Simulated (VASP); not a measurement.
Ba2SO:

```
O Ba S
1.0
     4.29302    0.00000    0.00000
     0.00000    4.29302    0.00000
     0.00000    0.00000    6.07753
O Ba S
1 2 1
Direct
  0.00000 0.00000 0.00000
  0.00000 0.00000 0.50000
  0.50000 0.50000 0.00000
  0.50000 0.50000 0.50000
```

Base run:

| Quantity | Value |
| --- | --- |
| Program | VASP 6.6.1 |
| Functional | PBE |
| Potentials or basis | VASP PAW PBE potentials, release 64 (O, Ba_sv, S) |
| Cutoff | 520 eV |
| k mesh | 6 × 6 × 4 |
| Occupations | gaussian, width 0.01 eV |
| Spin | no spin polarisation |

Its results: band gap on the k mesh 1.57 eV, direct; pressure 1.2 GPa.

**Question.** The run is repeated on the same cell with these changes: functional from PBE to r2SCAN; further incar settings from ALGO = Normal; EDIFF = 1e-07; NBANDS = 24 to ALGO = Normal; EDIFF = 1e-06; NBANDS = 24. What comes out?

**Answer.** Band gap on the k mesh 1.90 eV, direct; pressure 0.8 GPa.

Caveats: spin-orbit coupling is left out, which moves the levels of the heavy elements; the PAW data sets were made with another functional, which shifts forces and pressure a little (some runs).

A k mesh can miss the band edges.
